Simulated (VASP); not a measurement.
# TaN (P-62m) in VASP: further runs, part 2 of 2

VASP 6.6.1. Earlier steps stand in the parts before.

## (5) Single point, PBE, non-collinear spin, zero start, spin-orbit coupling

File INCAR:

```
SYSTEM = TaN
ALGO     = Normal         ! electronic algorithm
EDIFF    = 1E-7           ! SCF threshold, eV
ENCUT    = 520            ! plane-wave cutoff, eV
GGA      = PE             ! functional
GGA_COMPAT= .False.      
ISIF     = 2              ! what is computed and relaxed
ISMEAR   = -1             ! smearing method
LASPH    = .True.         ! aspherical terms in the spheres
LCHARG   = .False.        ! write CHGCAR
LMAXMIX  = 4              ! l up to which the mixer works
LORBIT   = 11             ! projections on sites
LORBMOM  = .True.       
LREAL    = .False.        ! projectors in reciprocal space
LSORBIT  = .True.         ! spin-orbit coupling
LWAVE    = .False.        ! write WAVECAR
MAGMOM   = 0 0 0 0 0 0 0 0 0 0 0 0 0 0 0 0 0 0 ! initial moments
NBANDS   = 64             ! bands
NELM     = 150            ! most SCF steps
PREC     = Accurate       ! precision mode
SIGMA    = 0.05           ! smearing width, eV
```

File KPOINTS:

```
k-points
0
Gamma
  5 5 7
  0 0 0
```

File POSCAR:

```
TaN
1.0
    5.1960000000      0.0000000000      0.0000000000
   -2.5980000000      4.4998679981      0.0000000000
    0.0000000000      0.0000000000      2.9110000000
Ta N
3 3
Direct
    0.0000000000      0.0000000000      0.0000000000
    0.6666666667      0.3333333333      0.5000000000
    0.3333333333      0.6666666667      0.5000000000
    0.0000000000      0.3928500000      0.0000000000
    0.6071500000      0.6071500000      0.0000000000
    0.3928500000      0.0000000000      0.0000000000
```

Run with:

```
> cat potpaw_PBE.64/Ta_pv/POTCAR potpaw_PBE.64/N/POTCAR > POTCAR
> mpirun -np 1 vasp_ncl > vasp.out
```

Wall time 8.4 min (1 thread of Intel Xeon 8259CL, shared host); peak memory 0.44 GiB.

The run converged. Its results:

```yaml
Free_energy: -69.4767 eV
Pressure: 5.9 GPa
Largest_force: 0.027 eV/Å
Net_moment: 0.00 μB per cell
Valence_electrons_inside_the_program's_atomic_spheres: Ta 8.99, 8.95 (each value once); N 3.80
```

Forces on the atoms (eV/Å):
```
Ta   0.000  0.000  0.000
Ta   0.000  0.000  0.000
Ta   0.000  0.000  0.000
N   -0.013  0.023  0.000
N   -0.013 -0.023  0.000
N    0.027  0.000  0.000
```

Stress tensor (GPa, compression positive):
```
6.03 0.00 0.00
0.00 6.03 0.00
0.00 0.00 5.74
```

Moments on the atoms (μB; x, y, z):
```
Ta  0.00 0.00 0.00
Ta  0.00 0.00 0.00
Ta  0.00 0.00 0.00
N   0.00 0.00 0.00
N   0.00 0.00 0.00
N   0.00 0.00 0.00
```

Caveat: the cell stands under pressure.

## (6) Single point, BLYP

File INCAR:

```
PREC     = Accurate       # precision mode
ENCUT    = 600            # plane-wave cutoff, eV
EDIFF    = 1E-6           # SCF threshold, eV
ISMEAR   = -1             # smearing method
SIGMA    = 0.05           # smearing width, eV
LREAL    = False          # projectors in reciprocal space
LASPH    = True           # aspherical terms in the spheres
NELM     = 120            # most SCF steps
ALGO     = Normal         # electronic algorithm
ISIF     = 2              # what is computed and relaxed
LWAVE    = False          # write WAVECAR
LCHARG   = False          # write CHGCAR
GGA      = B5             # functional
ALDAX    = 1.0          
AGGAX    = 1.0          
AGGAC    = 1.0          
ALDAC    = 0.0          
NBANDS   = 36             # bands
GGA_COMPAT= False
```

File KPOINTS:

```
regular mesh
0
Gamma
  6 6 9
```

POSCAR is that of step 5.

Potentials or basis: VASP PAW PBE potentials, release 64 (Ta_sv_GW, N).

Run with:

```
> cat potpaw_PBE.64/Ta_sv_GW/POTCAR potpaw_PBE.64/N/POTCAR > POTCAR
> mpirun -np 1 vasp_std > vasp.out
```

OUTCAR:

```text
PREC = Accurate
   ENCUT = 600
   EDIFF = 1E-6
   ISMEAR = -1
   LREAL = False
   LASPH = True
   NELM = 120
   ISIF = 2
   GGA = B5

 ion  position               nearest neighbor table
   1  0.000  0.000  0.000-   6 2.04   5 2.04   4 2.04
   2  0.667  0.333  0.500-   4 2.16   4 2.16   6 2.16   6 2.16   5 2.16   5 2.16   3 3.00   3 3.00
                             3 3.00
   3  0.333  0.667  0.500-   6 2.16   6 2.16   4 2.16   4 2.16   5 2.16   5 2.16   2 3.00   2 3.00
                             2 3.00
   4  0.000  0.393  0.000-   1 2.04   2 2.16   2 2.16   3 2.16   3 2.16
   5  0.607  0.607  0.000-   1 2.04   3 2.16   3 2.16   2 2.16   2 2.16
   6  0.393  0.000  0.000-   1 2.04   3 2.16   3 2.16   2 2.16   2 2.16
[... 1144 lines left out ...]
  Total        7.0989666      7.0989666      6.4622951      0.0000000     -0.0000000      0.0000000
  in kB      167.1069818    167.1069818    152.1199763      0.0000000     -0.0000000      0.0000000
  external PRESSURE =     162.1113133 kB  Pullay stress =       0.0000000 kB

 VOLUME and BASIS-vectors are now :
 -----------------------------------------------------------------------------
  energy-cutoff  :      600.00
  volume of cell :       68.06
      direct lattice vectors                 reciprocal lattice vectors
     5.196000000  0.000000000  0.000000000     0.192455735  0.111114371  0.000000000
    -2.598000000  4.499867998  0.000000000     0.000000000  0.222228741  0.000000000
     0.000000000  0.000000000  2.911000000     0.000000000  0.000000000  0.343524562

 POSITION                                       TOTAL-FORCE (eV/Angst)
 -----------------------------------------------------------------------------------
      0.00000      0.00000      0.00000        -0.000000     -0.000000      0.000000
      2.59800      1.49996      1.45550        -0.000000     -0.000000      0.000000
     -0.00000      2.99991      1.45550         0.000000     -0.000000      0.000000
     -1.02062      1.76777      0.00000         0.011145     -0.019304     -0.000000
      1.57738      2.73209      0.00000         0.011145      0.019304     -0.000000
      2.04125      0.00000      0.00000        -0.022290      0.000000      0.000000
 -----------------------------------------------------------------------------------
    total drift:                                0.000000      0.000000     -0.000000

  FREE ENERGIE OF THE ION-ELECTRON SYSTEM (eV)
  ---------------------------------------------------
  free  energy   TOTEN  =       -69.1266142795 eV

  energy  without entropy=      -69.1198100591  energy(sigma->0) =      -69.12321217
```

stdout:

```text
POSCAR found type information on POSCAR TaN
 POSCAR found :  2 types and       6 ions
 scaLAPACK will be used
 -----------------------------------------------------------------------------
|                                                                             |
|                                                                             |
|     You enforced a specific xc type in the INCAR file but a different       |
|     I HOPE YOU KNOW WHAT YOU ARE DOING!                                     |
|                                                                             |
 -----------------------------------------------------------------------------

 LDA part: xc-table for (Slater(with rela. corr.)+VWN5), standard interpolation
 POSCAR, INCAR and KPOINTS ok, starting setup
 FFT: planning ... GRIDC
 FFT: planning ... GRID_SOFT
 FFT: planning ... GRID
 WAVECAR not read
 entering main loop
```

It took 5 min on 1 thread of AMD EPYC 7R43 (Zen 3), shared host; peak memory 0.2 GiB.

What came out:

* Free energy: -69.1266 eV
* Pressure: 16.2 GPa
* Largest force: 0.022 eV/Å
* Band gap on the k mesh: zero (bands 27 and 28 overlap by 3.02 eV)

Forces on the atoms (eV/Å):
```
Ta   0.000  0.000  0.000
Ta   0.000  0.000  0.000
Ta   0.000  0.000  0.000
N    0.011 -0.019  0.000
N    0.011  0.019  0.000
N   -0.022  0.000  0.000
```

Stress tensor (GPa, compression positive):
```
16.71  0.00  0.00
 0.00 16.71  0.00
 0.00  0.00 15.21
```

Levels at points of the mesh, in eV from the Fermi level:
```tsv
k point	band 25	band 26	band 27	band 28	band 29	band 30
(0.00, 0.00, 0.00)	-3.31	-1.87	-0.91	-0.91	0.62	0.62
(0.50, 0.00, 0.00)	-3.84	-2.75	-2.56	1.22	1.81	1.94
```

Caveat: the cell stands under pressure; the PAW data sets were made with another functional, which shifts forces and pressure a little; spin-orbit coupling is left out, which moves the levels of the heavy elements.

## (7) Summary

| task | level | potentials or basis | spin | cell | k mesh | cutoff (eV) | gap on the mesh (eV) | pressure (GPa) | largest force (eV/Å) |
| --- | --- | --- | --- | --- | --- | --- | --- | --- | --- |
| relaxation of cell and atoms | PBE | VASP PAW PBE potentials, release 64 (Ta_pv, N) | off | relaxed to 10 GPa | 6 × 6 × 9 | 600 | none | 9.9 | - |
| relaxation of cell and atoms | PBE | VASP PAW PBE potentials, release 64 (Ta_pv, N) | off | relaxed to 20 GPa | 6 × 6 × 9 | 600 | none | 20.0 | - |
| relaxation of cell and atoms | PBE | VASP PAW PBE potentials, release 64 (Ta_pv, N) | off | relaxed to 30 GPa | 6 × 6 × 9 | 600 | none | 30.0 | - |
| single point | PBE | VASP PAW PBE potentials, release 64 (Ta_pv, N) | non-collinear, zero start, SOC | as given | 5 × 5 × 7 | 520 | - | 5.9 | 0.03 |
| single point | BLYP | VASP PAW PBE potentials, release 64 (Ta_sv_GW, N) | off | as given | 6 × 6 × 9 | 600 | none | 16.2 | 0.02 |

Alike in all rows: smearing fermi-dirac 0.05 eV.

Caveats: spin-orbit coupling is left out, which moves the levels of the heavy elements (at least some runs); the cell is relaxed towards a set pressure, so the run minimises the enthalpy, not the energy (at least some runs); the cell stands under pressure (at least some runs); the PAW data sets were made with another functional, which shifts forces and pressure a little (at least some runs).

Absolute energies hang on the potentials; compare differences alone.
